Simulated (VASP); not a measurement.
# BN (F-43m) in VASP: vibrations by perturbation theory with PBE

Aim: the vibrations by perturbation theory of BN with PBE.

Program: VASP 6.6.1. These are calculated values, not measurements. Logs are shortened: lines on timing, memory, paths and dates and some standing lists are left out, and cuts for length are marked.

## (1) The cell of the first run

The structure is cubic, space group F-43m (No. 216). Conventional cell: a = 3.625 Å, b = 3.625 Å, c = 3.625 Å, α = 90.00°, β = 90.00°, γ = 90.00°. Within 2.1 Å of B (site symmetry -43m) lie 4 N at 1.57 Å. N (site symmetry -43m) has 4 B at 1.57 Å within 2.1 Å.

## (2) Vibrations by perturbation theory, PBE

INCAR reads:

```
ALGO = Normal
EDIFF = 1E-8
ENCUT = 600
GGA = PE
GGA_COMPAT = False
IBRION = 8
ISIF = 2
ISMEAR = 0
LASPH = True
LCHARG = True
LEPSILON = True
LREAL = False
LWAVE = False
NBANDS = 11
NELM = 120
NSW = 1
PREC = Accurate
SIGMA = 0.01
```

KPOINTS reads:

```
k-points
0
Gamma
  12 12 12
```

POSCAR reads:

```
BN
1.0
    0.0000000000      1.8123266322      1.8123266322
    1.8123266322      0.0000000000      1.8123266322
    1.8123266322      1.8123266322      0.0000000000
B N
1 1
Direct
    0.0000000000      0.0000000000      0.0000000000
    0.7500000000      0.7500000000      0.7500000000
```

Potentials or basis: VASP PAW PBE potentials, release 64 (B, N).

The run is started by

```console
cat potpaw_PBE.64/B/POTCAR potpaw_PBE.64/N/POTCAR > POTCAR
mpirun -np 1 vasp_std > vasp.out
```

OUTCAR:

```text
EDIFF = 1E-8
   ENCUT = 600
   GGA = PE
   IBRION = 8
   ISIF = 2
   ISMEAR = 0
   LASPH = True
   LEPSILON = True
   LREAL = False
   NELM = 120
   NSW = 1
   PREC = Accurate

 ion  position               nearest neighbor table
   1  0.000  0.000  0.000-   2 1.57   2 1.57   2 1.57   2 1.57
   2  0.750  0.750  0.750-   1 1.57   1 1.57   1 1.57   1 1.57

  LATTYP: Found a face centered cubic cell.
 ALAT       =     3.6246532644

  Lattice vectors:

 A1 = (   0.0000000000,   1.8123266322,   1.8123266322)
 A2 = (   1.8123266322,   0.0000000000,   1.8123266322)
 A3 = (   1.8123266322,   1.8123266322,   0.0000000000)

Analysis of symmetry for initial positions (statically):
=====================================================================
 Subroutine PRICEL returns:
 Original cell was already a primitive cell.

 Routine SETGRP: Setting up the symmetry group for a
 face centered cubic supercell.

 Subroutine GETGRP returns: Found 24 space group operations
 (whereof 24 operations were pure point group operations)
 out of a pool of 48 trial point group operations.

The static configuration has the point symmetry T_d .

Analysis of symmetry for dynamics (positions and initial velocities):
=====================================================================
 Subroutine PRICEL returns:
 Original cell was already a primitive cell.

 Routine SETGRP: Setting up the symmetry group for a
 face centered cubic supercell.

 Subroutine GETGRP returns: Found 24 space group operations
 (whereof 24 operations were pure point group operations)
 out of a pool of 48 trial point group operations.

The dynamic configuration has the point symmetry T_d .

 Subroutine INISYM returns: Found 24 space group operations
 (whereof 24 operations are pure point group operations),
 and found     1 'primitive' translations

----------------------------------------------------------------------------------------

                                     Primitive cell

  volume of cell :      11.9053

  direct lattice vectors                    reciprocal lattice vectors
     0.000000000  1.812326632  1.812326632    -0.275888458  0.275888458  0.275888458
     1.812326632  0.000000000  1.812326632     0.275888458 -0.275888458  0.275888458
     1.812326632  1.812326632  0.000000000     0.275888458  0.275888458 -0.275888458

  length of vectors
     2.563016903  2.563016903  2.563016903     0.477852827  0.477852827  0.477852827

  position of ions in fractional coordinates (direct lattice)
     0.000000000  0.000000000  0.000000000
     0.750000000  0.750000000  0.750000000

  ion indices of the primitive-cell ions
   primitive index   ion index
                 1           1
                 2           2

----------------------------------------------------------------------------------------

 KPOINTS: k-points

Automatic generation of k-mesh.
 Grid dimensions read from file:
 generate k-points for:   12   12   12

 Generating k-lattice:

  Cartesian coordinates                     Fractional coordinates (reciprocal lattice)
    -0.022990705  0.022990705  0.022990705     0.083333333  0.000000000  0.000000000
     0.022990705 -0.022990705  0.022990705     0.000000000  0.083333333  0.000000000
[... 484 lines left out ...]
  ---------------------------------------------------
  free energy    TOTEN  =        -0.12866364 eV

  energy without entropy =       -0.12866364

------------------------ aborting loop because EDIFF is reached ----------------------------------------

--------------------------------------- Ionic step        2  -------------------------------------------

------------------------ aborting loop because EDIFF is reached ----------------------------------------

--------------------------------------- Ionic step        3  -------------------------------------------

------------------------ aborting loop because EDIFF is reached ----------------------------------------

 PIEZOELECTRIC TENSOR FIELD DIRECTION 3  (e Angst)
 -----------------------------------------------------------------------------
    -0.00033  0.77202  0.00000           ( -0.00000  0.00440  0.00000)
     0.77202 -0.00033  0.00000           (  0.00440 -0.00000  0.00000)
     0.00000  0.00000  0.00027           (  0.00000  0.00000 -0.00000)

 PIEZOELECTRIC TENSOR FIELD DIRECTION 3  (C/m^2)
 -----------------------------------------------------------------------------
    -0.00044  1.03897  0.00000
     1.03897 -0.00044  0.00000
     0.00000  0.00000  0.00036

--------------------------------------- Ionic step        4  -------------------------------------------

------------------------ aborting loop because EDIFF is reached ----------------------------------------

[... ionic steps 5 to 6 ...]

--------------------------------------- Ionic step        7  -------------------------------------------

 Free energy of the ion-electron system (eV)
  ---------------------------------------------------
  ---------------------------------------------------
  free energy    TOTEN  =        -0.23046639 eV

  energy without entropy =       -0.23046639

------------------------ aborting loop because EDIFF is reached ----------------------------------------

 INTERNAL STRAIN TENSOR  FOR ION    2  DIRECTION 1   (eV/Angst):
 -----------------------------------------------------------------------------
     0.00809  0.00000  0.00000
     0.00000 -0.00295  1.42164
     0.00000  1.42164 -0.00295

 MACROSCOPIC STATIC DIELECTRIC TENSOR (including local field effects in DFT)
 ------------------------------------------------------
           4.614200     0.000000    -0.000000
           0.000000     4.614200     0.000000
          -0.000000     0.000000     4.614200
 ------------------------------------------------------

 PIEZOELECTRIC TENSOR (including local field effects)  for field in x, y, z        (e  Angst)
          XX          YY          ZZ          XY          YZ          ZX
  --------------------------------------------------------------------------------
  x    -0.00000    -0.00000    -0.00000     0.00000     0.77240     0.00000
  y     0.00000     0.00000    -0.00000     0.00000     0.00000     0.77240
  z     0.00000     0.00000     0.00000     0.77240     0.00000     0.00000

 PIEZOELECTRIC TENSOR (including local field effects)  for field in x, y, z        (C/m^2)
          XX          YY          ZZ          XY          YZ          ZX
  --------------------------------------------------------------------------------
  x    -0.00000    -0.00000    -0.00000     0.00000     1.03947     0.00000
  y     0.00000     0.00000    -0.00000     0.00000     0.00000     1.03947
  z     0.00000     0.00000     0.00000     1.03947     0.00000     0.00000

 BORN EFFECTIVE CHARGES (including local field effects) (in |e|, cummulative output)
 ---------------------------------------------------------------------------------
 ion    1
    1     1.91127     0.00000     0.00000
    2     0.00000     1.91127     0.00000
    3     0.00000    -0.00000     1.91127
 ion    2
    1    -1.91127     0.00000     0.00000
    2     0.00000    -1.91127     0.00000
    3    -0.00000     0.00000    -1.91127

 INTERNAL STRAIN TENSOR FOR ION    2 for displacements in x,y,z  (eV/Angst):
          X           Y           Z          XY          YZ          ZX
  --------------------------------------------------------------------------------
  x    -0.00000    -0.00000    -0.00000     0.00000     1.42164     0.00000
  y    -0.00000    -0.00000    -0.00000     0.00000     0.00000     1.42164
  z    -0.00000    -0.00000    -0.00000     1.42164     0.00000     0.00000

 SECOND DERIVATIVES (NOT SYMMETRIZED)
 ------------------------------------
               1X          1Y          1Z          2X          2Y          2Z
  1X   -23.784746    0.000000    0.000000   23.784746    0.000000    0.000000
  1Y     0.000000  -23.784746    0.000000    0.000000   23.784746    0.000000
  1Z     0.000000    0.000000  -23.784746    0.000000    0.000000   23.784746
  2X    23.782782    0.000000    0.000000  -23.782782    0.000000    0.000000
  2Y     0.000000   23.782782    0.000000    0.000000  -23.782782    0.000000
  2Z     0.000000    0.000000   23.782782    0.000000    0.000000  -23.782782

 Eigenvectors and eigenvalues of the dynamical matrix
 ----------------------------------------------------

   1 f  =   30.868150 THz   193.950305 2PiTHz 1029.650642 cm-1   127.660352 meV
             X         Y         Z           dx          dy          dz
      0.000000  0.000000  0.000000    -0.751202    0.000000    0.000000
      2.718490  2.718490  2.718490     0.660073    0.000000    0.000000
[... 21 lines left out ...]
   6 f/i=    0.000632 THz     0.003970 2PiTHz    0.021077 cm-1     0.002613 meV
             X         Y         Z           dx          dy          dz
      0.000000  0.000000  0.000000     0.000000    0.391526    0.531417
      2.718490  2.718490  2.718490     0.000000    0.445579    0.604783

--------------------------------------------------------------------------------------------------------

 MACROSCOPIC STATIC DIELECTRIC TENSOR IONIC CONTRIBUTION
 ------------------------------------------------------
           2.334490     0.000000     0.000000
           0.000000     2.334490    -0.000000
           0.000000    -0.000000     2.334490
 ------------------------------------------------------

 ELASTIC MODULI CONTR FROM IONIC RELAXATION (kBar)
 Direction    XX          YY          ZZ          XY          YZ          ZX
 --------------------------------------------------------------------------------
 XX          -0.0000     -0.0000     -0.0000      0.0000      0.0000     -0.0000
 YY          -0.0000     -0.0000     -0.0000      0.0000      0.0000      0.0000
 ZZ          -0.0000     -0.0000     -0.0000     -0.0000      0.0000     -0.0000
 XY           0.0000      0.0000     -0.0000    -10.1594      0.0000      0.0000
 YZ           0.0000      0.0000      0.0000      0.0000    -10.1594      0.0000
 ZX          -0.0000      0.0000     -0.0000      0.0000      0.0000    -10.1594
 --------------------------------------------------------------------------------

 PIEZOELECTRIC TENSOR IONIC CONTR  for field in x, y, z        (C/m^2)
          XX          YY          ZZ          XY          YZ          ZX
  --------------------------------------------------------------------------------
  x     0.00000     0.00000     0.00000     0.00000    -0.14491     0.00000
  y    -0.00000     0.00000    -0.00000     0.00000     0.00000    -0.14491
  z     0.00000     0.00000    -0.00000    -0.14491    -0.00000     0.00000
```

It took 3.7 min on 1 thread of AMD EPYC 7R43 (Zen 3), shared host; peak memory 0.18 GiB.

Results:

```
Electronic dielectric tensor (diagonal)                 : 4.61
Born charges (mean of the diagonal)                     : B +1.91; N -1.91 e
Highest phonon frequency at Γ, LO-TO splitting left out : 1030 cm⁻¹
```

Phonon frequencies in cm⁻¹ (negative: imaginary):
| q point | frequencies |
| --- | --- |
| (0.000, 0.000, 0.000) | 0 0 0 1030 1030 1030 |

Electronic dielectric tensor:
```
4.61 0.00 0.00
0.00 4.61 0.00
0.00 0.00 4.61
```

Born effective charge tensors (e):
atom 1, B
```
1.91 0.00 0.00
0.00 1.91 0.00
0.00 0.00 1.91
```
atom 2, N
```
-1.91  0.00  0.00
 0.00 -1.91  0.00
 0.00  0.00 -1.91
```
